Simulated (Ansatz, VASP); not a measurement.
Two plane-wave programs on NaH

```
CELL_PARAMETERS angstrom
0.00000 2.47211 2.47211
2.47211 0.00000 2.47211
2.47211 2.47211 0.00000
ATOMIC_POSITIONS crystal
Na 0.00000 0.00000 0.00000
H 0.50000 0.50000 0.50000
```

Alike in both runs: task single point; functional HSE06; k mesh 6 × 6 × 6; occupations fermi-dirac, width 0.05 eV; no spin polarisation.

|  | VASP | Ansatz |
| --- | --- | --- |
| version | VASP 6.6.1 | Ansatz 0.2.0 |
| potentials or method | VASP PAW PBE potentials, release 64 (Na_pv, H) | Ansatz PAW |
| plane-wave cutoff (eV) | 520 | 420 |
| valence electrons in the cell | 8 | 10 |

|  | VASP | Ansatz | Ansatz less VASP |
| --- | --- | --- | --- |
| gap on the k mesh at the Fermi level (eV) | 4.71 | 4.71 | +0.005 |
| least direct gap on the mesh (eV) | 5.57 | 5.58 | +0.003 |
| pressure (GPa) | -1.8 | -1.8 | +0.01 |

The functional is the same, so the differences come from potentials, cutoffs and numerics. VASP's potentials hold 8 valence electrons a cell and Ansatz's 10, so a difference there can come from the potentials and not from the codes.
